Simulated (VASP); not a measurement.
# MnO2 (P-3m1) in VASP: a series of runs

The runs below take MnO2 through single point, with RPBE+D4, PBEsol.

Everything below comes from runs of VASP 6.6.1. Logs are shortened: lines on timing, memory, paths and dates and some standing lists are left out, and cuts for length are marked.

### 1 The cell of the first run

Symmetry: P-3m1, No. 164, trigonal system. Conventional cell: a = 2.873 Å, b = 2.873 Å, c = 4.454 Å, α = 90.00°, β = 90.00°, γ = 120.00°. Mn (site symmetry -3m) has 6 O at 1.92 Å within 2.5 Å. O (site symmetry 3m) has 3 Mn at 1.92 Å within 2.5 Å.

### 2 Single point, RPBE+D4, collinear spin, ferromagnetic start

The input, INCAR:

```
PREC = Accurate
ENCUT = 520
EDIFF = 1E-6
ISMEAR = -1
SIGMA = 0.05
LREAL = False
LASPH = True
NELM = 150
ALGO = Normal
ISIF = 2
LWAVE = False
LCHARG = False
ISPIN = 2
MAGMOM = 4 0 0
LORBIT = 11
LMAXMIX = 4
GGA = RP
IVDW = 13
NBANDS = 24
```

The input, KPOINTS:

```
Automatic mesh
0
Gamma
  11 11 6
```

The input, POSCAR:

```
MnO2
1.0
    2.8729845191      0.0000000000      0.0000000000
   -1.4364922595      2.4880775782      0.0000000000
    0.0000000000      0.0000000000      4.4544300620
Mn O
1 2
Direct
    0.0000000000      0.0000000000      0.5000000000
    0.3333333333      0.6666666667      0.7151806188
    0.6666666667      0.3333333333      0.2848193812
```

Potentials or basis: VASP PAW PBE potentials, release 64 (Mn_pv, O).

On the command line:

```
> cat potpaw_PBE.64/Mn_pv/POTCAR potpaw_PBE.64/O/POTCAR > POTCAR
> mpirun -np 1 vasp_std > vasp.out
```

OUTCAR:

```text
PREC = Accurate
   ENCUT = 520
   EDIFF = 1E-6
   ISMEAR = -1
   LREAL = False
   LASPH = True
   NELM = 150
   ISIF = 2
   ISPIN = 2
   LORBIT = 11
   GGA = RP
   IVDW = 13

 ion  position               nearest neighbor table
   1  0.000  0.000  0.500-   2 1.92   3 1.92   2 1.92   3 1.92   3 1.92   2 1.92
   2  0.333  0.667  0.715-   1 1.92   1 1.92   1 1.92
   3  0.667  0.333  0.285-   1 1.92   1 1.92   1 1.92

  LATTYP: Found a hexagonal cell.
 ALAT       =     2.8729845191
 C/A-ratio  =     1.5504539034

  Lattice vectors:

 A1 = (   2.8729845191,   0.0000000000,   0.0000000000)
 A2 = (  -1.4364922595,   2.4880775782,   0.0000000000)
 A3 = (   0.0000000000,   0.0000000000,   4.4544300620)

Analysis of symmetry for initial positions (statically):
=====================================================================
 Subroutine PRICEL returns:
 Original cell was already a primitive cell.

 Routine SETGRP: Setting up the symmetry group for a
 hexagonal supercell.

 Subroutine GETGRP returns: Found 12 space group operations
 (whereof 12 operations were pure point group operations)
 out of a pool of 24 trial point group operations.

The static configuration has the point symmetry D_3d.

Analysis of symmetry for dynamics (positions and initial velocities):
=====================================================================
 Subroutine PRICEL returns:
 Original cell was already a primitive cell.

 Routine SETGRP: Setting up the symmetry group for a
 hexagonal supercell.

 Subroutine GETGRP returns: Found 12 space group operations
 (whereof 12 operations were pure point group operations)
 out of a pool of 24 trial point group operations.

The dynamic configuration has the point symmetry D_3d.

Analysis of structural, dynamic, and magnetic symmetry:
=====================================================================
 Subroutine PRICEL returns:
 Original cell was already a primitive cell.

 Routine SETGRP: Setting up the symmetry group for a
 hexagonal supercell.

 Subroutine GETGRP returns: Found 12 space group operations
 (whereof 12 operations were pure point group operations)
 out of a pool of 24 trial point group operations.

The overall configuration has the point symmetry D_3d.

 Subroutine INISYM returns: Found 12 space group operations
 (whereof 12 operations are pure point group operations),
 and found     1 'primitive' translations

----------------------------------------------------------------------------------------

                                     Primitive cell

  volume of cell :      31.8412

[... 115 lines left out ...]
   GGA     = RP    functional components
   LHFCALC =     F    Hartree Fock is set to
   AEXX    =    0.0000 exact exchange contribution
   IVDW    =    13    specifies the selected vdW correction
   LEPSILON=     F    determine dielectric tensor
   LRPA    =     F    only Hartree local field effects (RPA)
 spin polarized calculation
  energy-cutoff  :      520.00
  volume of cell :       31.84
 maximum number of plane-waves:       881
 NGX is ok and might be reduce to    24
   NGX = 11   NGY = 11   NGZ = 17

 number of electron      25.0000005 magnetization       2.9999987

 Free energy of the ion-electron system (eV)
  ---------------------------------------------------
  ext. energy  EPLUGINS =         0.00000000
  ---------------------------------------------------
  free energy    TOTEN  =       -22.62198211 eV

  energy without entropy =      -22.62198001  energy(sigma->0) =      -22.62198106

 E-fermi :   4.0960     XC(G=0): -10.6896

 val. band max:        3.6001026723   @ k =   0.0909   0.0909   0.5000
 cond. band min:       4.5580781517   @ k =   0.0000   0.0000   0.5000
 fundamental gap:      0.9579754794
 Fermi energy:         4.0960481828

 spin component 1

 k-point     1 :       0.0000    0.0000    0.0000
  band No.  band energies     occupation
      1     -46.7930      1.00000
      2     -46.7859      1.00000
      3     -46.7859      1.00000
      4     -15.9343      1.00000
      5     -13.6609      1.00000
      6      -2.6321      1.00000
[... 637 lines left out ...]
     23      24.3974      0.00000
     24      27.1217      0.00000

 [... further k-points ...]

 spin component 2

 k-point     1 :       0.0000    0.0000    0.0000
  band No.  band energies     occupation
      1     -43.6573      1.00000
      2     -43.6573      1.00000
      3     -43.4967      1.00000
      4     -15.8110      1.00000
      5     -13.5848      1.00000
      6      -1.7663      1.00000
[... 637 lines left out ...]
     23      25.1767      0.00000
     24      27.2671      0.00000

 [... further k-points ...]

------------------------ aborting loop because EDIFF is reached ----------------------------------------

  DFT-D4 for vdW energy calculation

  Edisp (eV):   -1.19897

  FORCE on cell =-STRESS in cart. coord.  units (eV):
  Direction    XX          YY          ZZ          XY          YZ          ZX
  --------------------------------------------------------------------------------------
  -------------------------------------------------------------------------------------
  Total       0.24674     0.24674     0.12727     0.00000     0.00000     0.00000
  in kB      12.41534    12.41534     6.40386     0.00000     0.00000     0.00000
  external pressure =       10.41 kB  Pullay stress =        0.00 kB

 VOLUME and BASIS-vectors are now :
 -----------------------------------------------------------------------------
  energy-cutoff  :      520.00
  volume of cell :       31.84
      direct lattice vectors                 reciprocal lattice vectors
     2.872984519  0.000000000  0.000000000     0.348070097  0.200958364  0.000000000
    -1.436492260  2.488077578  0.000000000     0.000000000  0.401916728  0.000000000
     0.000000000  0.000000000  4.454430062     0.000000000  0.000000000  0.224495611

 POSITION                                       TOTAL-FORCE (eV/Angst)
 -----------------------------------------------------------------------------------
      0.00000      0.00000      2.22722        -0.000000      0.000000     -0.000000
     -0.00000      1.65872      3.18572        -0.000000     -0.000000      0.090379
      1.43649      0.82936      1.26871         0.000000      0.000000     -0.090379
 -----------------------------------------------------------------------------------
    total drift:                               -0.000000      0.000000      0.000000

  FREE ENERGIE OF THE ION-ELECTRON SYSTEM (eV)
  ---------------------------------------------------
  free  energy   TOTEN  =       -23.8209532028 eV

  energy  without entropy=      -23.8209511111  energy(sigma->0) =      -23.82095216

 total charge

# of ion       s       p       d       tot
------------------------------------------
    1        0.347   6.448   4.897  11.692
    2        1.588   3.416   0.000   5.004
    3        1.588   3.416   0.000   5.004
--------------------------------------------------
tot          3.524  13.280   4.897  21.701

 magnetization (x)

# of ion       s       p       d       tot
------------------------------------------
    1        0.030   0.040   2.801   2.871
    2        0.004   0.024   0.000   0.027
    3        0.004   0.024   0.000   0.027
--------------------------------------------------
tot          0.037   0.088   2.801   2.926
```

OSZICAR:

```text
N       E                     dE             d eps       ncg     rms          rms(c)
DAV:   1     0.245772744804E+03    0.24577E+03   -0.14034E+04  8096   0.120E+03
DAV:   2    -0.156267389912E+02   -0.26140E+03   -0.24505E+03  8912   0.363E+02
DAV:   3    -0.299670323106E+02   -0.14340E+02   -0.14267E+02  9304   0.914E+01
DAV:   4    -0.300906843959E+02   -0.12365E+00   -0.12364E+00  8792   0.892E+00
DAV:   5    -0.300920301566E+02   -0.13458E-02   -0.13458E-02  9432   0.890E-01    0.303E+01
DAV:   6    -0.291360231009E+02    0.95601E+00   -0.93605E+01  9728   0.747E+01    0.412E+01
DAV:   7    -0.236870077749E+02    0.54490E+01   -0.10276E+02  9304   0.763E+01    0.145E+01
DAV:   8    -0.227709542836E+02    0.91605E+00   -0.28879E+00  8480   0.153E+01    0.597E+00
DAV:   9    -0.226081469288E+02    0.16281E+00   -0.94308E-01 10824   0.892E+00    0.241E+00
DAV:  10    -0.226223840830E+02   -0.14237E-01   -0.98540E-02  8744   0.208E+00    0.125E+00
DAV:  11    -0.226213645078E+02    0.10196E-02   -0.10232E-02  8368   0.747E-01    0.433E-01
DAV:  12    -0.226220174888E+02   -0.65298E-03   -0.93109E-04  8176   0.278E-01    0.180E-01
DAV:  13    -0.226219217158E+02    0.95773E-04   -0.91415E-04  9144   0.323E-01    0.453E-02
DAV:  14    -0.226219701766E+02   -0.48461E-04   -0.16078E-04  8136   0.114E-01    0.345E-02
DAV:  15    -0.226219773291E+02   -0.71525E-05   -0.12193E-05  8616   0.330E-02    0.207E-02
DAV:  16    -0.226219813739E+02   -0.40448E-05   -0.97300E-06  8128   0.327E-02    0.464E-03
DAV:  17    -0.226219821064E+02   -0.73257E-06   -0.18139E-06  6712   0.114E-02
   1 F= -.23820953E+02 E0= -.23820952E+02  d E =-.209167E-05  mag=     3.0001
```

stdout:

```text
POSCAR found type information on POSCAR MnO
 POSCAR found :  2 types and       3 ions
 scaLAPACK will be used
 -----------------------------------------------------------------------------
|                                                                             |
|                                                                             |
|     You enforced a specific xc type in the INCAR file but a different       |
|     I HOPE YOU KNOW WHAT YOU ARE DOING!                                     |
|                                                                             |
 -----------------------------------------------------------------------------

 LDA part: xc-table for (Slater+PW92), standard interpolation
 POSCAR, INCAR and KPOINTS ok, starting setup
 FFT: planning ... GRIDC
 FFT: planning ... GRID_SOFT
 FFT: planning ... GRID
 WAVECAR not read
 entering main loop
```

Run time: 73 s. Hardware: 1 thread of AMD EPYC 9R45 (Zen 5), shared host; peak memory 0.2 GiB.

Results:

* Free energy: -23.8210 eV
* Pressure: 1.0 GPa
* Largest force: 0.090 eV/Å
* Band gap on the k mesh: 0.96 eV, indirect (least direct gap 1.04 eV)
* Net moment: 3.00 μB per cell
* Site moments: Mn +2.87; O +0.03 μB
* Valence electrons inside the program's atomic spheres: Mn 11.69; O 5.00
* Dispersion energy per atom: -0.400 eV

Forces in eV/Å, atoms in the order of the input:
```
Mn   0.000  0.000  0.000
O    0.000  0.000  0.090
O    0.000  0.000 -0.090
```

Stress tensor (GPa, compression positive):
```
1.24 0.00 0.00
0.00 1.24 0.00
0.00 0.00 0.64
```

Caveat: the PAW data sets were made with another functional, which shifts forces and pressure a little; a cell with one magnetic atom can't hold antiferromagnetic order, which such compounds often take.

### 3 Single point, PBEsol, collinear spin, ferromagnetic start

This run uses another cell than the first one, of 10.41 Å³/atom, 0.980 times its volume.

The input, INCAR:

```
SYSTEM = MnO2
PREC = Accurate
ENCUT = 600
EDIFF = 1E-6
ISMEAR = -1
SIGMA = 0.05
LREAL = .FALSE.
LASPH = .TRUE.
NELM = 200
ALGO = Normal
ISIF = 2
LWAVE = .FALSE.
LCHARG = .FALSE.
ISPIN = 2
MAGMOM = 4 0 0
LORBIT = 11
LMAXMIX = 4
GGA = PS
NBANDS = 24
GGA_COMPAT = .FALSE.
```

The input, KPOINTS:

```
Automatic mesh
0
G
  9 9 5
  0 0 0
```

The input, POSCAR:

```
MnO2
1.0
    2.8565781804      0.0000000000      0.0000000000
   -1.4282890902      2.4738692722      0.0000000000
    0.0000000000      0.0000000000      4.4173190965
Mn O
1 2
Direct
    0.0000000000      0.0000000000      0.5000000000
    0.3333333333      0.6666666667      0.7125903674
    0.6666666667      0.3333333333      0.2874096326
```

Potentials or basis: VASP PAW PBE potentials, release 64 (Mn_sv, O).

On the command line:

```
> cat potpaw_PBE.64/Mn_sv/POTCAR potpaw_PBE.64/O/POTCAR > POTCAR
> mpirun -np 1 vasp_std > vasp.out
```

Wall time 80 s (1 thread of Intel Xeon Platinum 8375C at 2.90GHz (Ice Lake), shared host); peak memory 0.21 GiB.

It converged, with:

```yaml
Free_energy: -25.2417 eV
Pressure: -1.4 GPa
Largest_force: 0.010 eV/Å
Band_gap_on_the_k_mesh: 0.65 eV, indirect (least direct gap 0.72 eV)
Net_moment: 3.00 μB per cell
Site_moments: Mn +2.72; O +0.04 μB
Valence_electrons_inside_the_program's_atomic_spheres: Mn 12.78; O 4.98
```

Forces in eV/Å, atoms in the order of the input:
```
Mn   0.000  0.000  0.000
O    0.000  0.000 -0.010
O    0.000  0.000  0.010
```

Stress tensor (GPa, compression positive):
```
-2.55  0.00  0.00
 0.00 -2.55  0.00
 0.00  0.00  0.75
```

Levels at points of the mesh, in eV from the valence-band top:
Spin up:
```tsv
k point	band 11	band 12	band 13	band 14	band 15	band 16	band 17	band 18	band 19	band 20
(0.00, 0.00, 0.00)	-2.47	-1.58	-1.58	-1.17	-0.41	2.79	2.79	7.02	10.08	15.41
```
Spin down:
| k point | band 9 | band 10 | band 11 | band 12 | band 13 | band 14 | band 15 | band 16 |
| --- | --- | --- | --- | --- | --- | --- | --- | --- |
| (0.00, 0.00, 0.00) | -5.30 | -1.49 | -1.49 | -0.98 | 0.66 | 0.66 | 2.33 | 4.17 |

Caveat: the PAW data sets were made with another functional, which shifts forces and pressure a little; a cell with one magnetic atom can't hold antiferromagnetic order, which such compounds often take. PBEsol gaps usually lie below the measured ones, often by a third to a half.
